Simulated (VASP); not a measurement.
# As in VASP: single point with PBE+D3(BJ)

Aim: the single point of As with PBE+D3(BJ).

All numbers are computed with VASP 6.6.1; they aren't measurements. Logs are shortened: lines on timing, memory, paths and dates and some standing lists are left out, and cuts for length are marked.

### 1 The cell of the first run

The cell holds a slab with vacuum, 4 atoms: a = 3.572 Å, b = 3.572 Å, c = 20.295 Å, α = 90.00°, β = 90.00°, γ = 120.00°.

### 2 Single point, PBE+D3(BJ) (layers slid over each other)

Input file INCAR:

```
SYSTEM = As
PREC = Accurate ; ENCUT = 400
EDIFF = 1E-6 ; ISMEAR = 0
SIGMA = 0.05 ; LREAL = .FALSE.
LASPH = .TRUE. ; NELM = 120
ALGO = Normal ; ISIF = 2
LWAVE = .FALSE. ; LCHARG = .FALSE.
LDIPOL = .TRUE. ; IDIPOL = 3
DIPOL = 0.5 0.5 0.371 ; GGA = PE
IVDW = 12 ; NBANDS = 38
GGA_COMPAT = .FALSE. ; NELMDL = -8
```

Input file KPOINTS:

```
Automatic mesh
0
G
  9 9 1
  0 0 0
```

Input file POSCAR:

```
As
1.0
    3.5716242608      0.0000000000      0.0000000000
   -1.7858121304      3.0931173426      0.0000000000
    0.0000000000      0.0000000000     20.2951239197
As
4
Direct
    0.3333333333      0.6666666667      0.2217281362
    0.6666666667      0.3333333333      0.2905900936
    0.6666666667      0.8333333333      0.4517125392
    0.3333333333      1.1666666667      0.5205744967
```

Potentials or basis: VASP PAW PBE potentials, release 64 (As_d).

The run is started by

```bash
$ cat potpaw_PBE.64/As_d/POTCAR > POTCAR
$ mpirun -np 1 vasp_std > vasp.out
```

OUTCAR:

```text
SYSTEM = As
   PREC = Accurate
   ENCUT = 400
   EDIFF = 1E-6
   ISMEAR = 0
   LREAL = .FALSE.
   LASPH = .TRUE.
   NELM = 120
   ISIF = 2
   GGA = PE
   IVDW = 12
   NELMDL = -8
 IVDW          = 12

 ion  position               nearest neighbor table
   1  0.333  0.667  0.222-   2 2.49   2 2.49   2 2.49
   2  0.667  0.333  0.291-   1 2.49   1 2.49   1 2.49
   3  0.667  0.833  0.452-   4 2.49   4 2.49   4 2.49
   4  0.333  0.167  0.521-   3 2.49   3 2.49   3 2.49

  LATTYP: Found a hexagonal cell.
 ALAT       =     3.5716242608
 C/A-ratio  =     5.6823233458

  Lattice vectors:

 A1 = (   3.5716242608,   0.0000000000,   0.0000000000)
 A2 = (  -1.7858121304,   3.0931173426,   0.0000000000)
 A3 = (   0.0000000000,   0.0000000000,  20.2951239197)

Analysis of symmetry for initial positions (statically):
=====================================================================
 Subroutine PRICEL returns:
 Original cell was already a primitive cell.

 Routine SETGRP: Setting up the symmetry group for a
 hexagonal supercell.

 Subroutine GETGRP returns: Found  4 space group operations
 (whereof  2 operations were pure point group operations)
 out of a pool of 24 trial point group operations.

The static configuration has the point symmetry C_1h.
 The point group associated with its full space group is C_2v.

Analysis of symmetry for dynamics (positions and initial velocities):
=====================================================================
 Subroutine PRICEL returns:
 Original cell was already a primitive cell.

 Routine SETGRP: Setting up the symmetry group for a
 hexagonal supercell.

 Subroutine GETGRP returns: Found  4 space group operations
 (whereof  2 operations were pure point group operations)
 out of a pool of 24 trial point group operations.

The dynamic configuration has the point symmetry C_1h.
 The point group associated with its full space group is C_2v.

 Subroutine INISYM returns: Found  4 space group operations
 (whereof  2 operations are pure point group operations),
 and found     1 'primitive' translations

----------------------------------------------------------------------------------------

                                     Primitive cell

  volume of cell :     224.2094

  direct lattice vectors                    reciprocal lattice vectors
     3.571624261  0.000000000  0.000000000     0.279984659  0.161649218  0.000000000
    -1.785812130  3.093117343  0.000000000     0.000000000  0.323298436  0.000000000
     0.000000000  0.000000000 20.295123920     0.000000000  0.000000000  0.049272919

  length of vectors
     3.571624261  3.571624261 20.295123920     0.323298436  0.323298436  0.049272919

  position of ions in fractional coordinates (direct lattice)
     0.333333333  0.666666667  0.221728136
     0.666666667  0.333333333  0.290590094
     0.666666667  0.833333333  0.451712539
     0.333333333  0.166666667  0.520574497

  ion indices of the primitive-cell ions
   primitive index   ion index
                 1           1
                 2           2
                 3           3
                 4           4

----------------------------------------------------------------------------------------

 KPOINTS: Automatic mesh

Automatic generation of k-mesh.
 Grid dimensions read from file:
 generate k-points for:    9    9    1

 Generating k-lattice:

  Cartesian coordinates                     Fractional coordinates (reciprocal lattice)
     0.031109407  0.017961024  0.000000000     0.111111111 -0.000000000  0.000000000
     0.000000000  0.035922048  0.000000000     0.000000000  0.111111111  0.000000000
     0.000000000  0.000000000  0.049272919     0.000000000  0.000000000  1.000000000

  Length of vectors
     0.035922048  0.035922048  0.049272919

  Shift w.r.t. Gamma in fractional coordinates (k-lattice)
     0.000000000  0.000000000  0.000000000

 Subroutine IBZKPT returns following result:
 ===========================================

 Found     25 irreducible k-points:

 Following reciprocal coordinates:
            Coordinates               Weight
  0.000000  0.000000  0.000000      1.000000
  0.111111  0.000000  0.000000      2.000000
  0.000000  0.111111  0.000000      4.000000
  0.222222  0.000000  0.000000      2.000000
  0.000000  0.222222  0.000000      4.000000
  0.333333  0.000000  0.000000      2.000000
[... 16 lines left out ...]
 -0.222222 -0.444444  0.000000      4.000000
  0.444444  0.333333  0.000000      4.000000
   k-points           NKPTS =     25   k-points in BZ     NKDIM =     25   number of bands    NBANDS=     38
   number of dos      NEDOS =    301   number of ions     NIONS =      4
   total plane-waves  NPLWV =  80640
   dimension x,y,z NGX =    24 NGY =   24 NGZ =  140
   dimension x,y,z NGXF=    48 NGYF=   48 NGZF=  280
   ions per type =               4
   NGX,Y,Z   is equivalent  to a cutoff of  11.17, 11.17, 11.47 a.u.
   NGXF,Y,Z  is equivalent  to a cutoff of  22.34, 22.34, 22.94 a.u.
 SYSTEM =  As
   PREC   = accura    normal or accurate (medium, high low for compatibility)
   ISTART =      0    job   : 0-new  1-cont  2-samecut
   ICHARG =      2    charge: 1-file 2-atom 10-const
   ISPIN  =      1    spin polarized calculation?
   LNONCOLLINEAR =      F non collinear calculations
   LSORBIT =      F    spin-orbit coupling
   LASPH  =      T    aspherical Exc in radial PAW
   ENCUT  =  400.0 eV  29.40 Ry    5.42 a.u.   5.82  5.82 33.10*2*pi/ulx,y,z
   NELM   =    120;   NELMIN=  2; NELMDL= -8     # of ELM steps
   EDIFF  = 0.1E-05   stopping-criterion for ELM
   LREAL  =      F    real-space projection
   EDIFFG = 0.1E-04   stopping-criterion for IOM
   NSW    =      0    number of steps for IOM
   IBRION =     -1    ionic relax: 0-MD 1-quasi-New 2-CG
   NFREE  =      0    steps in history (QN), initial steepest desc. (CG)
   ISIF   =      2    stress and relaxation
   ISYM   =      2    0-nonsym 1-usesym 2-fastsym
   POTIM  = 0.5000    time-step for ionic-motion
   TEBEG  =    0.0;   TEEND  =   0.0 temperature during run
   PSTRESS=    0.0 pullay stress
   NELECT =      60.0000    total number of electrons
   NUPDOWN=      -1.0000    fix difference up-down
   EMIN   =  10.00;   EMAX   =-10.00  energy-range for DOS
   EFERMI =   0.00;   METHOD = LEGACY
   ISMEAR =     0;   SIGMA  =   0.05  broadening in eV -4-tet -1-fermi 0-gaus
   EFERMI_NEDOS =   21; number of points for ismear=-14 and -15
   IALGO  =     38    algorithm
   IMIX   =      4    mixing-type and parameters
     AMIX     =   0.40;   BMIX     =  1.00
     AMIX_MAG =   1.60;   BMIX_MAG =  1.00
  volume/ion in A,a.u.               =      56.05       378.26
  Fermi-wavevector in a.u.,A,eV,Ry     =   1.054971  1.993607 15.142799  1.112964
  Thomas-Fermi vector in A             =   2.190152
   LORBIT       =      0    0 simple, 1 ext, 2 COOP (PROOUT), +10 PAW based schemes
   GGA     = PE    functional components
   LHFCALC =     F    Hartree Fock is set to
   AEXX    =    0.0000 exact exchange contribution
   IVDW    =    12    specifies the selected vdW correction
   LEPSILON=     F    determine dielectric tensor
   LRPA    =     F    only Hartree local field effects (RPA)
 non-spin polarized calculation
 Gauss-broadening in eV      SIGMA  =   0.05
  energy-cutoff  :      400.00
  volume of cell :      224.21
 maximum number of plane-waves:      4097
   NGX = 11   NGY = 11   NGZ = 67

 dipolmoment           0.000000      0.000000     -0.000008 electrons x Angstroem

 number of electron      60.0000033 magnetization

 dipolmoment           0.000000      0.000000      0.000003 electrons x Angstroem

 Free energy of the ion-electron system (eV)
  ---------------------------------------------------
  ext. energy  EPLUGINS =         0.00000000
  ---------------------------------------------------
  free energy    TOTEN  =       -18.67683417 eV

  energy without entropy =      -18.67683417  energy(sigma->0) =      -18.67683417

 E-fermi :  -1.6771     XC(G=0):  -4.9238

 val. band max:       -1.9111802642   @ k =   0.1111   0.0000   0.0000
 cond. band min:      -0.9560453518   @ k =   0.3333   0.0000   0.0000
 fundamental gap:      0.9551349124
 Fermi energy:        -1.6770510219

 k-point     1 :       0.0000    0.0000    0.0000
  band No.  band energies     occupation
      1     -37.3632      2.00000
      2     -37.3631      2.00000
      3     -37.3626      2.00000
      4     -37.3623      2.00000
      5     -37.3221      2.00000
      6     -37.3219      2.00000
[... 30 lines left out ...]
     37       2.6324      0.00000
     38       2.8831      0.00000

 k-point     2 :       0.1111    0.0000    0.0000
  band No.  band energies     occupation
      1     -37.3622      2.00000
      2     -37.3619      2.00000
      3     -37.3596      2.00000
      4     -37.3595      2.00000
      5     -37.3205      2.00000
      6     -37.3204      2.00000
[... 30 lines left out ...]
     37       2.8553      0.00000
     38       3.0980      0.00000

 k-point     3 :       0.0000    0.1111    0.0000
  band No.  band energies     occupation
      1     -37.3626      2.00000
      2     -37.3626      2.00000
      3     -37.3591      2.00000
      4     -37.3589      2.00000
      5     -37.3210      2.00000
      6     -37.3209      2.00000
[... 30 lines left out ...]
     37       2.8571      0.00000
     38       3.1020      0.00000

 k-point     4 :       0.2222    0.0000    0.0000
  band No.  band energies     occupation
      1     -37.3611      2.00000
      2     -37.3608      2.00000
      3     -37.3497      2.00000
      4     -37.3496      2.00000
      5     -37.3178      2.00000
      6     -37.3177      2.00000
[... 30 lines left out ...]
     37       3.3796      0.00000
     38       3.6667      0.00000
[... 703 lines left out ...]
      4     -37.3186      2.00000
      5     -37.3010      2.00000
      6     -37.3009      2.00000
[... 30 lines left out ...]
     37       5.1680      0.00000
     38       5.2730      0.00000

 k-point    23 :      -0.2222   -0.4444    0.0000
  band No.  band energies     occupation
      1     -37.3601      2.00000
      2     -37.3600      2.00000
      3     -37.3187      2.00000
      4     -37.3186      2.00000
      5     -37.3015      2.00000
      6     -37.3012      2.00000
[... 30 lines left out ...]
     37       5.2184      0.00000
     38       5.5477      0.00000

 k-point    24 :       0.4444    0.3333    0.0000
  band No.  band energies     occupation
      1     -37.3600      2.00000
      2     -37.3599      2.00000
      3     -37.3188      2.00000
      4     -37.3187      2.00000
      5     -37.3009      2.00000
      6     -37.3008      2.00000
[... 30 lines left out ...]
     37       5.2765      0.00000
     38       5.3439      0.00000

 [... further k-points ...]

------------------------ aborting loop because EDIFF is reached ----------------------------------------

 vacuum level on the upper side and lower side of the slab       (xc-potential included)        -0.152        -0.153

 Edisp (eV)   -1.09222

 E8    (eV) :    -0.4771

  FORCE on cell =-STRESS in cart. coord.  units (eV):
  Direction    XX          YY          ZZ          XY          YZ          ZX
  --------------------------------------------------------------------------------------
  -------------------------------------------------------------------------------------
  Total      -0.03656     0.16585    -0.36449    -0.17529     0.00000     0.00000
  in kB      -0.26123     1.18517    -2.60459    -1.25262     0.00000     0.00000
  external pressure =       -0.56 kB  Pullay stress =        0.00 kB

 VOLUME and BASIS-vectors are now :
 -----------------------------------------------------------------------------
  energy-cutoff  :      400.00
  volume of cell :      224.21
      direct lattice vectors                 reciprocal lattice vectors
     3.571624261  0.000000000  0.000000000     0.279984659  0.161649218  0.000000000
    -1.785812130  3.093117343  0.000000000     0.000000000  0.323298436  0.000000000
     0.000000000  0.000000000 20.295123920     0.000000000  0.000000000  0.049272919

 POSITION                                       TOTAL-FORCE (eV/Angst)
 -----------------------------------------------------------------------------------
     -0.00000      2.06208      4.50000        -0.004354     -0.002514      0.007548
      1.78581      1.03104      5.89756         0.004354      0.002514      0.056089
      0.89291      2.57760      9.16756         0.004354      0.002514     -0.056089
      0.89291      0.51552     10.56512        -0.004354     -0.002514     -0.007548
 -----------------------------------------------------------------------------------
    total drift:                               -0.000007     -0.000005      0.000483

  FREE ENERGIE OF THE ION-ELECTRON SYSTEM (eV)
  ---------------------------------------------------
  free  energy   TOTEN  =       -19.7690512715 eV

  energy  without entropy=      -19.7690512715  energy(sigma->0) =      -19.76905127

 vacuum level on the upper side and lower side of the slab         3.004         3.005
```

It took 4 min on 1 thread of Intel Xeon Platinum 8259CL at 2.50GHz (Skylake/Cascade Lake), shared host; peak memory 0.32 GiB.

What came out:

```
Free energy                : -19.7691 eV
Largest force              : 0.056 eV/Å
Band gap on the k mesh     : 0.96 eV (least direct gap 1.53 eV)
Dispersion energy per atom : -0.273 eV
```

Forces on the atoms (eV/Å):
```
As  -0.004 -0.003  0.008
As   0.004  0.003  0.056
As   0.004  0.003 -0.056
As  -0.004 -0.003 -0.008
```

Caveat: the cell differs from its parent crystal (layers slid over each other).
